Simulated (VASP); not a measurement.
Set up this calculation in VASP 6.6.1, as the native input.

```yaml
Task: relaxation of shape and atoms at fixed volume
Functional: PBE
Potentials_or_basis: VASP PAW PBE potentials, release 64 (Rb_sv)
Cutoff: 600 eV
k_mesh: 10 × 10 × 10
Occupations: gaussian, width 0.1 eV
Spin: no spin polarisation
Dipole_correction: no
Further_INCAR_settings: ALGO = Normal; EDIFF = 1e-07; IBRION = 2; EDIFFG = -0.01; NSW = 50; ISIF = 4
```

The structure of Rb lies in POSCAR:

```
Rb
1.0
   -2.9332067802      2.9332067802      2.7242871356
    2.9332067802     -2.9332067802      2.7242871356
    2.9332067802      2.9332067802     -2.7242871356
Rb
1
Direct
    0.0000000000      0.0000000000      0.0000000000
```

The input as run:

INCAR

```
SYSTEM = Rb
PREC     = Accurate       ! precision mode
ENCUT    = 600            ! plane-wave cutoff, eV
EDIFF    = 1E-7           ! SCF threshold, eV
ISMEAR   = 0              ! smearing method
SIGMA    = 0.1            ! smearing width, eV
LREAL    = .False.        ! projectors in reciprocal space
LASPH    = .True.         ! aspherical terms in the spheres
NELM     = 100            ! most SCF steps
ALGO     = Normal         ! electronic algorithm
ISIF     = 4              ! what is computed and relaxed
LWAVE    = .False.        ! write WAVECAR
LCHARG   = .False.        ! write CHGCAR
GGA      = PE             ! functional
IBRION   = 2              ! ionic algorithm
NSW      = 50             ! ionic steps
EDIFFG   = -0.01          ! ionic threshold
```

KPOINTS

```
Automatic mesh
0
Gamma
  10 10 10
  0 0 0
```

Potentials or basis: VASP PAW PBE potentials, release 64 (Rb_sv).

Command:

```console
$ cat potpaw_PBE.64/Rb_sv/POTCAR > POTCAR
$ mpirun -np 1 vasp_std > vasp.out
```

It gave:

- Pressure after relaxing: -0.1 GPa
- Band gap on the k mesh: zero (an odd number of electrons rules out a gap without spin polarisation)

Caveat: the relaxation stopped at its first step, so nothing moved.

Run time: 35 s on 1 thread of Intel(R) Xeon(R) 6975P-C (Granite Rapids), with other jobs on the host, peak memory 0.29 GiB.
